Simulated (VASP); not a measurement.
# Pb (Fm-3m) in VASP: further runs

The runs below take Pb through single point, with PBE.

Program: VASP 6.6.1. These are calculated values, not measurements. Logs are shortened: lines on timing, memory, paths and dates and some standing lists are left out, and cuts for length are marked.

### 1 The cell of the first run

The structure is cubic, space group Fm-3m (No. 225). Conventional cell: a = 5.035 Å, b = 5.035 Å, c = 5.035 Å, α = 90.00°, β = 90.00°, γ = 90.00°. Pb (site symmetry m-3m) has 12 Pb at 3.56 Å within 4.7 Å.

### 2 Single point, PBE

Input file INCAR:

```
SYSTEM = Pb
PREC = Accurate
ENCUT = 520
EDIFF = 1E-6
ISMEAR = -1
SIGMA = 0.1
LREAL = .False.
LASPH = .True.
NELM = 100
ALGO = Normal
ISIF = 2
LWAVE = .False.
LCHARG = .False.
GGA = PE
NBANDS = 13
```

Input file KPOINTS:

```
regular mesh
0
Gamma
  18 18 18
  0 0 0
```

Input file POSCAR:

```
Pb
1.0
    0.0000000000      2.5175938001      2.5175938001
    2.5175938001      0.0000000000      2.5175938001
    2.5175938001      2.5175938001      0.0000000000
Pb
1
Direct
    0.0000000000      0.0000000000      0.0000000000
```

Potentials or basis: VASP PAW PBE potentials, release 64 (Pb_d).

Started as:

```bash
$ cat potpaw_PBE.64/Pb_d/POTCAR > POTCAR
$ mpirun -np 1 vasp_std > vasp.out
```

OUTCAR:

```text
SYSTEM = Pb
   PREC = Accurate
   ENCUT = 520
   EDIFF = 1E-6
   ISMEAR = -1
   LREAL = .False.
   LASPH = .True.
   NELM = 100
   ISIF = 2
   GGA = PE

 ion  position               nearest neighbor table
   1  0.000  0.000  0.000-

  LATTYP: Found a face centered cubic cell.
 ALAT       =     5.0351876002

  Lattice vectors:

 A1 = (   0.0000000000,   2.5175938001,   2.5175938001)
 A2 = (   2.5175938001,   0.0000000000,   2.5175938001)
 A3 = (   2.5175938001,   2.5175938001,   0.0000000000)

Analysis of symmetry for initial positions (statically):
=====================================================================
 Subroutine PRICEL returns:
 Original cell was already a primitive cell.

 Routine SETGRP: Setting up the symmetry group for a
 face centered cubic supercell.

 Subroutine GETGRP returns: Found 48 space group operations
 (whereof 48 operations were pure point group operations)
 out of a pool of 48 trial point group operations.

The static configuration has the point symmetry O_h .

Analysis of symmetry for dynamics (positions and initial velocities):
=====================================================================
 Subroutine PRICEL returns:
 Original cell was already a primitive cell.

 Routine SETGRP: Setting up the symmetry group for a
 face centered cubic supercell.

 Subroutine GETGRP returns: Found 48 space group operations
 (whereof 48 operations were pure point group operations)
 out of a pool of 48 trial point group operations.

The dynamic configuration has the point symmetry O_h .

 Subroutine INISYM returns: Found 48 space group operations
 (whereof 48 operations are pure point group operations),
 and found     1 'primitive' translations

----------------------------------------------------------------------------------------

                                     Primitive cell

  volume of cell :      31.9144

  direct lattice vectors                    reciprocal lattice vectors
     0.000000000  2.517593800  2.517593800    -0.198602332  0.198602332  0.198602332
     2.517593800  0.000000000  2.517593800     0.198602332 -0.198602332  0.198602332
     2.517593800  2.517593800  0.000000000     0.198602332  0.198602332 -0.198602332

  length of vectors
     3.560415297  3.560415297  3.560415297     0.343989330  0.343989330  0.343989330

  position of ions in fractional coordinates (direct lattice)
     0.000000000  0.000000000  0.000000000

  ion indices of the primitive-cell ions
   primitive index   ion index
                 1           1

----------------------------------------------------------------------------------------

 KPOINTS: regular mesh

Automatic generation of k-mesh.
 Grid dimensions read from file:
 generate k-points for:   18   18   18

 Generating k-lattice:

  Cartesian coordinates                     Fractional coordinates (reciprocal lattice)
    -0.011033463  0.011033463  0.011033463     0.055555556  0.000000000  0.000000000
     0.011033463 -0.011033463  0.011033463     0.000000000  0.055555556  0.000000000
     0.011033463  0.011033463 -0.011033463     0.000000000  0.000000000  0.055555556

  Length of vectors
     0.019110518  0.019110518  0.019110518

  Shift w.r.t. Gamma in fractional coordinates (k-lattice)
     0.000000000  0.000000000  0.000000000

 Subroutine IBZKPT returns following result:
 ===========================================

 Found    195 irreducible k-points:

 Following reciprocal coordinates:
            Coordinates               Weight
  0.000000  0.000000  0.000000      1.000000
  0.055556  0.000000  0.000000      8.000000
  0.111111  0.000000  0.000000      8.000000
  0.166667  0.000000  0.000000      8.000000
  0.222222  0.000000  0.000000      8.000000
  0.277778  0.000000  0.000000      8.000000
[... 16 lines left out ...]
 -0.277778  0.055556  0.000000     24.000000
 -0.222222  0.055556  0.000000     24.000000
 [... further k-points ...]
   k-points           NKPTS =    195   k-points in BZ     NKDIM =    195   number of bands    NBANDS=     13
   number of dos      NEDOS =    301   number of ions     NIONS =      1
   total plane-waves  NPLWV =  21952
   dimension x,y,z NGX =    28 NGY =   28 NGZ =   28
   dimension x,y,z NGXF=    56 NGYF=   56 NGZF=   56
   ions per type =               1
   NGX,Y,Z   is equivalent  to a cutoff of  13.07, 13.07, 13.07 a.u.
   NGXF,Y,Z  is equivalent  to a cutoff of  26.15, 26.15, 26.15 a.u.
 SYSTEM =  Pb
   PREC   = accura    normal or accurate (medium, high low for compatibility)
   ISTART =      0    job   : 0-new  1-cont  2-samecut
   ICHARG =      2    charge: 1-file 2-atom 10-const
   ISPIN  =      1    spin polarized calculation?
   LNONCOLLINEAR =      F non collinear calculations
   LSORBIT =      F    spin-orbit coupling
   LASPH  =      T    aspherical Exc in radial PAW
   ENCUT  =  520.0 eV  38.22 Ry    6.18 a.u.   6.62  6.62  6.62*2*pi/ulx,y,z
   NELM   =    100;   NELMIN=  2; NELMDL= -5     # of ELM steps
   EDIFF  = 0.1E-05   stopping-criterion for ELM
   LREAL  =      F    real-space projection
   EDIFFG = 0.1E-04   stopping-criterion for IOM
   NSW    =      0    number of steps for IOM
   IBRION =     -1    ionic relax: 0-MD 1-quasi-New 2-CG
   NFREE  =      0    steps in history (QN), initial steepest desc. (CG)
   ISIF   =      2    stress and relaxation
   ISYM   =      2    0-nonsym 1-usesym 2-fastsym
   POTIM  = 0.5000    time-step for ionic-motion
   TEBEG  =    0.0;   TEEND  =   0.0 temperature during run
   PSTRESS=    0.0 pullay stress
   NELECT =      14.0000    total number of electrons
   NUPDOWN=      -1.0000    fix difference up-down
   EMIN   =  10.00;   EMAX   =-10.00  energy-range for DOS
   EFERMI =   0.00;   METHOD = LEGACY
   ISMEAR =    -1;   SIGMA  =   0.10  broadening in eV -4-tet -1-fermi 0-gaus
   EFERMI_NEDOS =   21; number of points for ismear=-14 and -15
   IALGO  =     38    algorithm
   IMIX   =      4    mixing-type and parameters
     AMIX     =   0.40;   BMIX     =  1.00
     AMIX_MAG =   1.60;   BMIX_MAG =  1.00
  volume/ion in A,a.u.               =      31.91       215.37
  Fermi-wavevector in a.u.,A,eV,Ry     =   1.243909  2.350647 21.052416  1.547309
  Thomas-Fermi vector in A             =   2.378199
   LORBIT       =      0    0 simple, 1 ext, 2 COOP (PROOUT), +10 PAW based schemes
   GGA     = PE    functional components
   LHFCALC =     F    Hartree Fock is set to
   AEXX    =    0.0000 exact exchange contribution
   IVDW    =     0    specifies the selected vdW correction
   LEPSILON=     F    determine dielectric tensor
   LRPA    =     F    only Hartree local field effects (RPA)
 non-spin polarized calculation
  energy-cutoff  :      520.00
  volume of cell :       31.91
 maximum number of plane-waves:       889
   NGX = 13   NGY = 13   NGZ = 13

 number of electron      14.0000003 magnetization

 Free energy of the ion-electron system (eV)
  ---------------------------------------------------
  ext. energy  EPLUGINS =         0.00000000
  ---------------------------------------------------
  free energy    TOTEN  =        -3.57158233 eV

  energy without entropy =       -3.55184389  energy(sigma->0) =       -3.56171311

 E-fermi :   6.7583     XC(G=0):  -9.9414

 val. band max:        6.7341037845   @ k =  -0.4444   0.3889   0.0000
 cond. band min:       6.7719377784   @ k =  -0.3889   0.3333   0.1667
 fundamental gap:      0.0378339939
 Fermi energy:         6.7582904119

 k-point     1 :       0.0000    0.0000    0.0000
  band No.  band energies     occupation
      1     -10.3164      2.00000
      2     -10.3164      2.00000
      3     -10.3164      2.00000
      4     -10.1973      2.00000
      5     -10.1973      2.00000
      6      -4.6953      2.00000
      7      13.7419      0.00000
      8      13.7419      0.00000
      9      13.7419      0.00000
     10      16.4489      0.00000
     11      17.4158      0.00000
     12      18.8377      0.00000
     13      18.8377      0.00000

 k-point     2 :       0.0556    0.0000    0.0000
  band No.  band energies     occupation
      1     -10.3164      2.00000
      2     -10.3125      2.00000
      3     -10.3125      2.00000
      4     -10.1976      2.00000
      5     -10.1976      2.00000
      6      -4.6390      2.00000
      7      12.9973      0.00000
      8      13.6702      0.00000
      9      13.6702      0.00000
     10      16.2570      0.00000
     11      17.8114      0.00000
     12      18.9657      0.00000
     13      18.9657      0.00000

 k-point     3 :       0.1111    0.0000    0.0000
  band No.  band energies     occupation
      1     -10.3165      2.00000
      2     -10.3023      2.00000
      3     -10.3023      2.00000
      4     -10.1972      2.00000
      5     -10.1972      2.00000
      6      -4.4703      2.00000
      7      11.4857      0.00000
      8      13.4766      0.00000
      9      13.4766      0.00000
     10      15.9665      0.00000
     11      18.5018      0.00000
     12      19.3082      0.00000
     13      19.3082      0.00000
[... 305 lines left out ...]
 k-point    23 :      -0.2778    0.0556    0.0000
  band No.  band energies     occupation
      1     -10.3222      2.00000
      2     -10.2880      2.00000
      3     -10.2849      2.00000
      4     -10.1600      2.00000
      5     -10.1325      2.00000
      6      -3.0789      2.00000
      7       6.1884      1.99332
      8      11.5895      0.00000
      9      12.8871      0.00000
     10      15.8118      0.00000
     11      16.9996      0.00000
     12      18.1122      0.00000
     13      19.5212      0.00000

 k-point    24 :      -0.2222    0.0556    0.0000
  band No.  band energies     occupation
      1     -10.3202      2.00000
      2     -10.2830      2.00000
      3     -10.2811      2.00000
      4     -10.1863      2.00000
      5     -10.1564      2.00000
      6      -3.5984      2.00000
      7       7.6796      0.00020
      8      11.8239      0.00000
      9      13.2375      0.00000
     10      15.8962      0.00000
     11      17.5985      0.00000
     12      18.4621      0.00000
     13      19.9637      0.00000

 [... further k-points ...]

------------------------ aborting loop because EDIFF is reached ----------------------------------------

  FORCE on cell =-STRESS in cart. coord.  units (eV):
  Direction    XX          YY          ZZ          XY          YZ          ZX
  --------------------------------------------------------------------------------------
  -------------------------------------------------------------------------------------
  Total        0.0188687      0.0188687      0.0188687      0.0000000     -0.0000000      0.0000000
  in kB        0.9472509      0.9472509      0.9472509      0.0000000     -0.0000000      0.0000000
  external PRESSURE =       0.9472509 kB  Pullay stress =       0.0000000 kB

 VOLUME and BASIS-vectors are now :
 -----------------------------------------------------------------------------
  energy-cutoff  :      520.00
  volume of cell :       31.91
      direct lattice vectors                 reciprocal lattice vectors
     0.000000000  2.517593800  2.517593800    -0.198602332  0.198602332  0.198602332
     2.517593800  0.000000000  2.517593800     0.198602332 -0.198602332  0.198602332
     2.517593800  2.517593800  0.000000000     0.198602332  0.198602332 -0.198602332

 POSITION                                       TOTAL-FORCE (eV/Angst)
 -----------------------------------------------------------------------------------
      0.00000      0.00000      0.00000        -0.000000     -0.000000     -0.000000
 -----------------------------------------------------------------------------------
    total drift:                               -0.000000     -0.000000     -0.000000

  FREE ENERGIE OF THE ION-ELECTRON SYSTEM (eV)
  ---------------------------------------------------
  free  energy   TOTEN  =        -3.5715823346 eV

  energy  without entropy=       -3.5518438869  energy(sigma->0) =       -3.56171311
```

Wall time 54 s (1 thread of Intel Xeon 6975P-C, shared host); peak memory 0.21 GiB.

Results:

| Property | Result |
| --- | --- |
| Free energy | -3.5716 eV |
| Pressure | 0.1 GPa |
| Band gap on the k mesh | zero (band 7 reaches 13.74 eV, above the bottom of band 8 at 5.28 eV) |

Levels at points of the mesh, in eV from the Fermi level:
| k point | band 5 | band 6 | band 7 | band 8 | band 9 | band 10 |
| --- | --- | --- | --- | --- | --- | --- |
| (0.00, 0.00, 0.00) | -16.96 | -11.45 | 6.98 | 6.98 | 6.98 | 9.69 |
| (0.50, 0.00, 0.00) | -16.84 | -8.12 | -3.99 | 5.27 | 5.27 | 8.98 |
| (0.50, 0.50, 0.00) | -16.81 | -6.83 | -3.11 | 1.96 | 1.96 | 5.20 |

Caveat: spin-orbit coupling is left out, which moves the levels of the heavy elements.

### 3 Single point, PBE (volume scaled by 1.04)

Input file INCAR:

```
PREC = Accurate
ENCUT = 520
EDIFF = 1E-7
ISMEAR = -1
SIGMA = 0.1
LREAL = False
LASPH = True
NELM = 80
ALGO = Normal
ISIF = 2
LWAVE = False
LCHARG = False
GGA = PE
NBANDS = 13
```

Input file KPOINTS:

```
regular mesh
0
Gamma
  18 18 18
```

Input file POSCAR:

```
Pb
1.0
    0.0000000000      2.5507238336      2.5507238336
    2.5507238336      0.0000000000      2.5507238336
    2.5507238336      2.5507238336      0.0000000000
Pb
1
Direct
    0.0000000000      0.0000000000      0.0000000000
```

Potentials or basis: VASP PAW PBE potentials, release 64 (Pb_d).

Started as:

```bash
$ cat potpaw_PBE.64/Pb_d/POTCAR > POTCAR
$ mpirun -np 1 vasp_std > vasp.out
```

It took 50 s on 1 thread of Intel Xeon 6975P-C, shared host; peak memory 0.21 GiB.

The run converged. Its results:

```
Free energy            : -3.5670 eV
Pressure               : -1.3 GPa
Band gap on the k mesh : zero (band 7 reaches 13.03 eV, above the bottom of band 8 at 4.95 eV)
```

Levels at points of the mesh, in eV from the Fermi level:
| k point | band 5 | band 6 | band 7 | band 8 | band 9 | band 10 |
| --- | --- | --- | --- | --- | --- | --- |
| (0.00, 0.00, 0.00) | -16.95 | -11.21 | 6.69 | 6.69 | 6.69 | 9.66 |
| (0.50, 0.00, 0.00) | -16.84 | -8.08 | -3.81 | 5.06 | 5.06 | 8.67 |
| (0.50, 0.50, 0.00) | -16.82 | -6.88 | -2.96 | 1.92 | 1.92 | 5.10 |

Caveat: spin-orbit coupling is left out, which moves the levels of the heavy elements.

(Continued in part 2 of 2.)
